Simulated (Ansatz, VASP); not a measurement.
**SrB2: VASP beside Ansatz**

```
Sr B
1.0
     3.30596    0.00000    0.00000
    -1.65298    2.86304    0.00000
     0.00000    0.00000    4.40465
Sr B
1 2
Direct
  0.00000 0.00000 0.00000
  0.66667 0.33333 0.50000
  0.33333 0.66667 0.50000
```

Alike in both runs: functional PBE; k mesh 6 × 6 × 6; occupations gaussian, width 0.1 eV; no spin polarisation.

Ansatz relaxed the structure, and its values are those at the end. VASP's run is a single point on that final structure, the one shown.

|  | VASP | Ansatz |
| --- | --- | --- |
| version | VASP 6.6.1 | Ansatz 0.2.0 |
| potentials or method | VASP PAW PBE potentials, release 64 (Sr_sv, B), cutoff 520 eV | scalar-relativistic, plane waves, PAW |
| valence electrons in the cell | 16 | 16 |

Ansatz gave:

| Quantity | Value |
| --- | --- |
| gap on the k mesh at the Fermi level (eV) | none |
| pressure (GPa) | 0.0 |

Question: Estimate VASP's values.

Answer: gap on the k mesh at the Fermi level (eV): none; pressure (GPa): 0.4.

A gap of «none» marks a metal or a gap that the smearing closes. The functional is the same, so the differences come from potentials, cutoffs and numerics.

The k mesh is coarse, so the values compare programs but aren't converged.
